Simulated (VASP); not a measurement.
Mg7O, 8 atoms in the cell. The structure is cubic, space group I-43m (No. 217). The conventional cell has a = 7.202 Å, b = 7.202 Å, c = 7.202 Å, α = 90.00°, β = 90.00°, γ = 90.00°. Within 3.9 Å of Mg (site symmetry -42m) lie 12 Mg at 2.94 to 3.64 Å and 2 O at 3.60 Å. Mg (site symmetry 3m) has 1 O at 2.01 Å within 2.7 Å. O (site symmetry -43m) has 4 Mg at 2.01 Å within 2.7 Å. The cell was built from a structure type or drawn by symmetry, and may not be a known phase.

```yaml
Program: VASP 6.6.1
Task: single point
Functional: PBE
Potentials_or_basis: VASP PAW PBE potentials, release 64 (Mg, O)
Cutoff: 520 eV
k_mesh: 8 × 8 × 8
Occupations: gaussian, width 0.1 eV
Spin: no spin polarisation
Dipole_correction: no
Further_INCAR_settings: ALGO = Normal; EDIFF = 1e-06; NBANDS = 20
```

Potentials or basis: VASP PAW PBE potentials, release 64 (Mg, O).

Launch:

```bash
$ cat potpaw_PBE.64/Mg/POTCAR potpaw_PBE.64/O/POTCAR > POTCAR
$ mpirun -np 1 vasp_std > vasp.out
```

Hardware: 1 thread of Intel(R) Xeon(R) Platinum 8488C (Sapphire Rapids) (shared host).

Task: How long does it take, and how much memory?

Result: Run time: 98 s on 1 thread of Intel(R) Xeon(R) Platinum 8488C (Sapphire Rapids), on a shared host, peak memory 0.36 GiB. Counts: scf iterations 15, k points 29.
